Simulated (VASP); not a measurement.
# HfN (rocksalt type) (Fm-3m) in VASP: a series of runs

HfN (rocksalt type) is run at these levels: PBE; tasks: single point, relaxation of cell and atoms.

Everything below comes from runs of VASP 6.6.1. Logs are shortened: lines on timing, memory, paths and dates and some standing lists are left out, and cuts for length are marked.

### Step 1. The cell of the first run

The structure is cubic, space group Fm-3m (No. 225). Conventional cell: a = 3.881 Å, b = 3.881 Å, c = 3.881 Å, α = 90.00°, β = 90.00°, γ = 90.00°. Within 2.6 Å of Hf (site symmetry m-3m) lie 6 N at 1.94 Å. N (site symmetry m-3m) has 6 Hf at 1.94 Å within 2.6 Å.

### Step 2. Single point, PBE

File INCAR:

```
  ALGO = Normal
  EDIFF = 1E-7
  ENCUT = 520
  GGA = PE
  ISIF = 2
  ISMEAR = -1
  LASPH = True
  LCHARG = True
  LELF = True
  LREAL = False
  LVHAR = True
  LWAVE = False
  NBANDS = 14
  NELM = 100
  PREC = Accurate
  SIGMA = 0.05
```

File KPOINTS:

```
k-points
0
Gamma
  18 18 18
```

File POSCAR:

```
HfN
1.0
    0.0000000000      1.9402980472      1.9402980472
    1.9402980472      0.0000000000      1.9402980472
    1.9402980472      1.9402980472      0.0000000000
Hf N
1 1
Direct
    0.0000000000      0.0000000000      0.0000000000
    0.5000000000      0.5000000000      0.5000000000
```

Potentials or basis: VASP PAW PBE potentials, release 64 (Hf_pv, N).

Launch:

```
cat potpaw_PBE.64/Hf_pv/POTCAR potpaw_PBE.64/N/POTCAR > POTCAR
mpirun -np 1 vasp_std > vasp.out
```

OUTCAR:

```text
EDIFF = 1E-7
   ENCUT = 520
   GGA = PE
   ISIF = 2
   ISMEAR = -1
   LASPH = True
   LREAL = False
   NELM = 100
   PREC = Accurate

 ion  position               nearest neighbor table
   1  0.000  0.000  0.000-   2 1.94   2 1.94   2 1.94   2 1.94   2 1.94   2 1.94
   2  0.500  0.500  0.500-   1 1.94   1 1.94   1 1.94   1 1.94   1 1.94   1 1.94

  LATTYP: Found a face centered cubic cell.
 ALAT       =     3.8805960944

  Lattice vectors:

 A1 = (   0.0000000000,   1.9402980472,   1.9402980472)
 A2 = (   1.9402980472,   0.0000000000,   1.9402980472)
 A3 = (   1.9402980472,   1.9402980472,   0.0000000000)

Analysis of symmetry for initial positions (statically):
[... 5 lines left out ...]
 face centered cubic supercell.

 Subroutine GETGRP returns: Found 48 space group operations
 (whereof 48 operations were pure point group operations)
 out of a pool of 48 trial point group operations.

The static configuration has the point symmetry O_h .

Analysis of symmetry for dynamics (positions and initial velocities):
[... 5 lines left out ...]
 face centered cubic supercell.

 Subroutine GETGRP returns: Found 48 space group operations
 (whereof 48 operations were pure point group operations)
 out of a pool of 48 trial point group operations.

The dynamic configuration has the point symmetry O_h .

 Subroutine INISYM returns: Found 48 space group operations
 (whereof 48 operations are pure point group operations),
 and found     1 'primitive' translations

----------------------------------------------------------------------------------------

                                     Primitive cell

  volume of cell :      14.6095

  direct lattice vectors                    reciprocal lattice vectors
     0.000000000  1.940298047  1.940298047    -0.257692369  0.257692369  0.257692369
     1.940298047  0.000000000  1.940298047     0.257692369 -0.257692369  0.257692369
     1.940298047  1.940298047  0.000000000     0.257692369  0.257692369 -0.257692369

  length of vectors
     2.743995813  2.743995813  2.743995813     0.446336276  0.446336276  0.446336276

  position of ions in fractional coordinates (direct lattice)
     0.000000000  0.000000000  0.000000000
     0.500000000  0.500000000  0.500000000

  ion indices of the primitive-cell ions
   primitive index   ion index
                 1           1
                 2           2

----------------------------------------------------------------------------------------

 KPOINTS: k-points

Automatic generation of k-mesh.
 Grid dimensions read from file:
 generate k-points for:   18   18   18

 Generating k-lattice:

  Cartesian coordinates                     Fractional coordinates (reciprocal lattice)
    -0.014316243  0.014316243  0.014316243     0.055555556  0.000000000  0.000000000
     0.014316243 -0.014316243  0.014316243     0.000000000  0.055555556  0.000000000
     0.014316243  0.014316243 -0.014316243     0.000000000  0.000000000  0.055555556

  Length of vectors
     0.024796460  0.024796460  0.024796460

  Shift w.r.t. Gamma in fractional coordinates (k-lattice)
     0.000000000  0.000000000  0.000000000

 Subroutine IBZKPT returns following result:
 ===========================================

 Found    195 irreducible k-points:

 Following reciprocal coordinates:
            Coordinates               Weight
  0.000000  0.000000  0.000000      1.000000
  0.055556  0.000000  0.000000      8.000000
  0.111111  0.000000  0.000000      8.000000
  0.166667  0.000000  0.000000      8.000000
  0.222222  0.000000  0.000000      8.000000
  0.277778  0.000000  0.000000      8.000000
[... 16 lines left out ...]
 -0.277778  0.055556  0.000000     24.000000
 -0.222222  0.055556  0.000000     24.000000
 [... further k-points ...]
   k-points           NKPTS =    195   k-points in BZ     NKDIM =    195   number of bands    NBANDS=     14
   number of dos      NEDOS =    301   number of ions     NIONS =      2
   total plane-waves  NPLWV =   8000
   dimension x,y,z NGX =    20 NGY =   20 NGZ =   20
   dimension x,y,z NGXF=    40 NGYF=   40 NGZF=   40
   ions per type =               1   1
   NGX,Y,Z   is equivalent  to a cutoff of  12.12, 12.12, 12.12 a.u.
   NGXF,Y,Z  is equivalent  to a cutoff of  24.23, 24.23, 24.23 a.u.
 SYSTEM =  unknown system
   PREC   = accura    normal or accurate (medium, high low for compatibility)
   ISTART =      0    job   : 0-new  1-cont  2-samecut
   ICHARG =      2    charge: 1-file 2-atom 10-const
   ISPIN  =      1    spin polarized calculation?
   LNONCOLLINEAR =      F non collinear calculations
   LSORBIT =      F    spin-orbit coupling
   LASPH  =      T    aspherical Exc in radial PAW
   ENCUT  =  520.0 eV  38.22 Ry    6.18 a.u.   5.10  5.10  5.10*2*pi/ulx,y,z
   NELM   =    100;   NELMIN=  2; NELMDL= -5     # of ELM steps
   EDIFF  = 0.1E-06   stopping-criterion for ELM
   LREAL  =      F    real-space projection
   EDIFFG = 0.1E-05   stopping-criterion for IOM
   NSW    =      0    number of steps for IOM
   IBRION =     -1    ionic relax: 0-MD 1-quasi-New 2-CG
   NFREE  =      0    steps in history (QN), initial steepest desc. (CG)
   ISIF   =      2    stress and relaxation
   ISYM   =      2    0-nonsym 1-usesym 2-fastsym
   POTIM  = 0.5000    time-step for ionic-motion
   TEBEG  =    0.0;   TEEND  =   0.0 temperature during run
   PSTRESS=    0.0 pullay stress
   NELECT =      15.0000    total number of electrons
   NUPDOWN=      -1.0000    fix difference up-down
   EMIN   =  10.00;   EMAX   =-10.00  energy-range for DOS
   EFERMI =   0.00;   METHOD = LEGACY
   ISMEAR =    -1;   SIGMA  =   0.05  broadening in eV -4-tet -1-fermi 0-gaus
   EFERMI_NEDOS =   21; number of points for ismear=-14 and -15
   IALGO  =     38    algorithm
   IMIX   =      4    mixing-type and parameters
     AMIX     =   0.40;   BMIX     =  1.00
     AMIX_MAG =   1.60;   BMIX_MAG =  1.00
  volume/ion in A,a.u.               =       7.30        49.29
  Fermi-wavevector in a.u.,A,eV,Ry     =   1.651557  3.120990 37.111786  2.727639
  Thomas-Fermi vector in A             =   2.740316
   LORBIT       =      0    0 simple, 1 ext, 2 COOP (PROOUT), +10 PAW based schemes
   GGA     = PE    functional components
   LHFCALC =     F    Hartree Fock is set to
   AEXX    =    0.0000 exact exchange contribution
   IVDW    =     0    specifies the selected vdW correction
   LEPSILON=     F    determine dielectric tensor
   LRPA    =     F    only Hartree local field effects (RPA)
 non-spin polarized calculation
  energy-cutoff  :      520.00
  volume of cell :       14.61
 maximum number of plane-waves:       411
   NGX = 11   NGY = 11   NGZ = 11

 number of electron      14.9999997 magnetization

 Free energy of the ion-electron system (eV)
  ---------------------------------------------------
  ext. energy  EPLUGINS =         0.00000000
  ---------------------------------------------------
  free energy    TOTEN  =       -15.56488827 eV

  energy without entropy =      -15.56227247  energy(sigma->0) =      -15.56358037

 E-fermi :  12.9383     XC(G=0): -15.3065

 val. band max:       12.8484878662   @ k =   0.4444   0.2222   0.1111
 cond. band min:      12.9660221156   @ k =  -0.3333   0.4444   0.1667
 fundamental gap:      0.1175342495
 Fermi energy:        12.9383479786

 k-point     1 :       0.0000    0.0000    0.0000
  band No.  band energies     occupation
      1     -16.2811      2.00000
      2     -16.2811      2.00000
      3     -16.2811      2.00000
      4      -6.8872      2.00000
      5       9.6614      2.00000
      6       9.6614      2.00000
      7       9.6614      2.00000
      8      12.1027      2.00000
      9      12.1027      2.00000
     10      12.1027      2.00000
     11      16.1569      0.00000
     12      16.1569      0.00000
     13      20.4668      0.00000
     14      23.7228      0.00000

 k-point     2 :       0.0556    0.0000    0.0000
  band No.  band energies     occupation
      1     -16.4707      2.00000
      2     -16.2901      2.00000
      3     -16.2901      2.00000
      4      -6.6641      2.00000
      5       9.2052      2.00000
      6       9.2678      2.00000
      7       9.2678      2.00000
      8      12.2967      1.99999
      9      12.2967      1.99999
     10      12.3251      1.99999
     11      16.6384      0.00000
     12      16.6384      0.00000
     13      20.6758      0.00000
     14      24.1377      0.00000

 k-point     3 :       0.1111    0.0000    0.0000
  band No.  band energies     occupation
      1     -16.9762      2.00000
      2     -16.3159      2.00000
      3     -16.3159      2.00000
      4      -6.0602      2.00000
      5       8.1933      2.00000
      6       8.3887      2.00000
      7       8.3887      2.00000
      8      12.7318      1.96834
      9      12.7847      1.91153
     10      12.7847      1.91153
     11      17.8655      0.00000
     12      17.8655      0.00000
     13      21.2467      0.00000
     14      25.3168      0.00000
[... 324 lines left out ...]
 k-point    23 :      -0.2778    0.0556    0.0000
  band No.  band energies     occupation
      1     -19.3010      2.00000
      2     -16.6430      2.00000
      3     -16.4035      2.00000
      4      -2.9216      2.00000
      5       3.9911      2.00000
      6       5.0933      2.00000
      7       5.9850      2.00000
      8      14.4329      0.00000
      9      15.4115      0.00000
     10      17.1543      0.00000
     11      22.4389      0.00000
     12      23.9297      0.00000
     13      24.8774      0.00000
     14      27.3990      0.00000

 k-point    24 :      -0.2222    0.0556    0.0000
  band No.  band energies     occupation
      1     -18.6495      2.00000
      2     -16.5907      2.00000
      3     -16.3497      2.00000
      4      -3.8491      2.00000
      5       5.0627      2.00000
      6       5.7870      2.00000
      7       6.7735      2.00000
      8      13.6884      0.00000
      9      14.2922      0.00000
     10      15.9388      0.00000
     11      20.7866      0.00000
     12      23.0170      0.00000
     13      23.3799      0.00000
     14      27.4062      0.00000

 [... further k-points ...]
[... 5 lines left out ...]
  --------------------------------------------------------------------------------------
  -------------------------------------------------------------------------------------
  Total       31.2978542     31.2978542     31.2978542      0.0000000      0.0000000      0.0000000
  in kB     3432.3361185   3432.3361185   3432.3361185      0.0000000      0.0000000      0.0000000
  external PRESSURE =    3432.3361185 kB  Pullay stress =       0.0000000 kB

 VOLUME and BASIS-vectors are now :
 -----------------------------------------------------------------------------
  energy-cutoff  :      520.00
  volume of cell :       14.61
      direct lattice vectors                 reciprocal lattice vectors
     0.000000000  1.940298047  1.940298047    -0.257692369  0.257692369  0.257692369
     1.940298047  0.000000000  1.940298047     0.257692369 -0.257692369  0.257692369
     1.940298047  1.940298047  0.000000000     0.257692369  0.257692369 -0.257692369

 POSITION                                       TOTAL-FORCE (eV/Angst)
 -----------------------------------------------------------------------------------
      0.00000      0.00000      0.00000         0.000000     -0.000000      0.000000
      1.94030      1.94030      1.94030         0.000000      0.000000     -0.000000
 -----------------------------------------------------------------------------------
    total drift:                                0.000000      0.000000      0.000000

  FREE ENERGIE OF THE ION-ELECTRON SYSTEM (eV)
  ---------------------------------------------------
  free  energy   TOTEN  =       -15.5648882696 eV

  energy  without entropy=      -15.5622724663  energy(sigma->0) =      -15.56358037
```

Run time: 20 s. Hardware: 1 thread of Intel Xeon 6975P-C, shared host; peak memory 0.16 GiB.

Results:

- Free energy: -15.5649 eV
- Pressure: 343.2 GPa

Caveat: spin-orbit coupling is left out, which moves the levels of the heavy elements.

### Step 3. Single point, PBE

File INCAR:

```
SYSTEM = HfN
PREC = Accurate ; ENCUT = 520
EDIFF = 1E-6 ; ISMEAR = -1
SIGMA = 0.05 ; LREAL = .FALSE.
LASPH = .TRUE. ; NELM = 100
ALGO = Normal ; ISIF = 2
LWAVE = .FALSE. ; LCHARG = .TRUE.
GGA = PE ; LELF = .TRUE.
LVHAR = .TRUE. ; NBANDS = 14
```

File KPOINTS:

```
regular mesh
0
G
  18 18 18
  0 0 0
```

File POSCAR:

```
HfN
1.0
    0.0000000000      1.9405629516      1.9405629516
    1.9405629516      0.0000000000      1.9405629516
    1.9405629516      1.9405629516      0.0000000000
Hf N
1 1
Direct
    0.0000000000      0.0000000000      0.0000000000
    0.5000000000      0.5000000000      0.5000000000
```

Potentials or basis: VASP PAW PBE potentials, release 64 (Hf_pv, N).

Launch:

```
cat potpaw_PBE.64/Hf_pv/POTCAR potpaw_PBE.64/N/POTCAR > POTCAR
mpirun -np 1 vasp_std > vasp.out
```

Wall time 20 s (1 thread of Intel Xeon 6975P-C, shared host); peak memory 0.16 GiB.

Results (log left out):

| Quantity | Value |
| --- | --- |
| Free energy | -15.5777 eV |
| Pressure | 342.7 GPa |

Levels at points of the mesh, in eV from the Fermi level:
| k point | band 6 | band 7 | band 8 | band 9 | band 10 | band 11 |
| --- | --- | --- | --- | --- | --- | --- |
| (0.00, 0.00, 0.00) | -3.28 | -3.28 | -0.83 | -0.83 | -0.83 | 3.22 |
| (0.50, 0.00, 0.00) | -8.88 | -8.88 | 5.91 | 6.54 | 6.54 | 7.54 |
| (0.50, 0.50, 0.00) | -3.64 | -3.08 | -3.08 | 7.11 | 9.97 | 9.97 |

Caveat: spin-orbit coupling is left out, which moves the levels of the heavy elements.

### Step 4. Single point, PBE

This run uses another cell than the first one, of 11.76 Å³/atom, 1.610 times its volume.

File INCAR:

```
SYSTEM = HfN
  PREC = Accurate
  ENCUT = 520
  EDIFF = 1E-6
  ISMEAR = -1
  SIGMA = 0.05
  LREAL = .False.
  LASPH = .True.
  NELM = 80
  ALGO = Normal
  ISIF = 2
  LWAVE = .False.
  LCHARG = .False.
  GGA = PE
  NBANDS = 14
```

File KPOINTS:

```
Automatic mesh
0
Gamma
  16 16 16
  0 0 0
```

File POSCAR:

```
HfN
1.0
    0.0000000000      2.2739055549      2.2739055549
    2.2739055549      0.0000000000      2.2739055549
    2.2739055549      2.2739055549      0.0000000000
Hf N
1 1
Direct
    0.0000000000      0.0000000000      0.0000000000
    0.5000000000      0.5000000000      0.5000000000
```

Launch:

```
cat potpaw_PBE.64/Hf_pv/POTCAR potpaw_PBE.64/N/POTCAR > POTCAR
mpirun -np 1 vasp_std > vasp.out
```

Wall time 18 s (1 thread of Intel Xeon 6975P-C, shared host); peak memory 0.18 GiB.

Results (log left out):

```
Free energy : -21.7596 eV
Pressure    : -2.3 GPa
```

Levels at points of the mesh, in eV from the Fermi level:
```
           k point  band 5  band 6  band 7  band 8  band 9  band 10  band 11  band 12
(0.00, 0.00, 0.00)   -3.01   -3.01   -3.01   -0.34   -0.34    -0.34     1.61     1.92
(0.50, 0.00, 0.00)   -8.77   -6.09   -6.09    3.19    3.60     3.60     4.32     8.60
(0.50, 0.50, 0.00)   -5.42   -3.72   -3.68   -3.68    3.99     5.36     5.37     5.37
```

Caveat: spin-orbit coupling is left out, which moves the levels of the heavy elements.

### Step 5. Relaxation of cell and atoms, PBE, target pressure 340 GPa, at which the enthalpy is minimised

This run uses another cell than the first one, of 7.29 Å³/atom, 0.998 times its volume.

File INCAR:

```
SYSTEM = HfN
PREC = Accurate
ENCUT = 600
EDIFF = 1E-7
ISMEAR = -1
SIGMA = 0.05
LREAL = .False.
LASPH = .True.
NELM = 80
ALGO = Normal
ISIF = 3
LWAVE = .False.
LCHARG = .False.
GGA = PE
IBRION = 2
NSW = 60
EDIFFG = -0.005
PSTRESS = 3400.0
```

File KPOINTS:

```
Automatic mesh
0
Gamma
  18 18 18
  0 0 0
```

File POSCAR:

```
HfN
1.0
    0.0000000000      1.9389635833      1.9389635833
    1.9389635833      0.0000000000      1.9389635833
    1.9389635833      1.9389635833      0.0000000000
Hf N
1 1
Direct
    0.0000000000      0.0000000000      0.0000000000
    0.5000000000      0.5000000000      0.5000000000
```

Launch:

```
cat potpaw_PBE.64/Hf_pv/POTCAR potpaw_PBE.64/N/POTCAR > POTCAR
mpirun -np 1 vasp_std > vasp.out
```

Wall time 37 s (1 thread of Intel Xeon 6975P-C (Granite Rapids), shared host); peak memory 0.19 GiB.

The run converged. Its results:

- Free energy: -15.6379 eV
- Relaxed volume: 7.32 Å³/atom
- Relaxed cell: a = 2.746 Å, b = 2.746 Å, c = 2.746 Å, α = 60.00°, β = 60.00°, γ = 60.00°
- Space group after relaxing (to 0.05 Å): Fm-3m (No. 225)
- Energy change on relaxing (the enthalpy is what falls): -67.5 meV/atom
- Ionic steps: 3
- Pressure after relaxing: 339.9 GPa

Step by step:
| step | energy change (eV) | largest force (eV/Å) | pressure (GPa) | volume (Å³) |
| --- | --- | --- | --- | --- |
| 1 | 0.0000 | 0.0000 | 346.17 | 14.58 |
| 2 | -1.1893 | 0.0000 | 290.69 | 15.18 |
| 3 | -0.1349 | 0.0000 | 339.89 | 14.64 |

Final structure:
```xyz
2
Lattice="0.0000 1.9418 1.9418 1.9418 0.0000 1.9418 1.9418 1.9418 0.0000" Properties=species:S:1:pos:R:3 pbc="T T T"
Hf    0.0000    0.0000    0.0000
N     1.9418    1.9418    1.9418
```

Levels at points of the mesh, in eV from the Fermi level:
```
           k point  band 5  band 6  band 7  band 8  band 9  band 10  band 11
(0.00, 0.00, 0.00)   -3.28   -3.28   -3.28   -0.83   -0.83    -0.83     3.21
(0.50, 0.00, 0.00)  -11.63   -8.87   -8.87    5.90    6.53     6.53     7.52
(0.50, 0.50, 0.00)   -6.44   -3.65   -3.09   -3.09    7.10     9.95     9.95
```

Caveat: the cell is relaxed towards a set pressure, so the enthalpy falls and the energy may rise; spin-orbit coupling is left out, which moves the levels of the heavy elements.

### Step 6. Overview

```csv
task,cell,k mesh,cutoff (eV),gap on the mesh (eV),pressure (GPa)
single point,"a = 2.744 Å, angles 60.0°, 2 atoms",18 × 18 × 18,520,none,342.7
single point,"a = 3.216 Å, angles 60.0°, 2 atoms",16 × 16 × 16,520,none,-2.3
relaxation of cell and atoms,"relaxed to 340 GPa from a = 2.742 Å, angles 60.0°, 2 atoms",18 × 18 × 18,600,none,339.9
```

Alike in all rows: level PBE; potentials or basis VASP PAW PBE potentials, release 64 (Hf_pv, N); no spin polarisation; smearing fermi-dirac 0.05 eV.

Caveats: spin-orbit coupling is left out, which moves the levels of the heavy elements; the cell is relaxed towards a set pressure, so the enthalpy falls and the energy may rise (some runs).

Absolute energies hang on the potentials; compare differences alone.
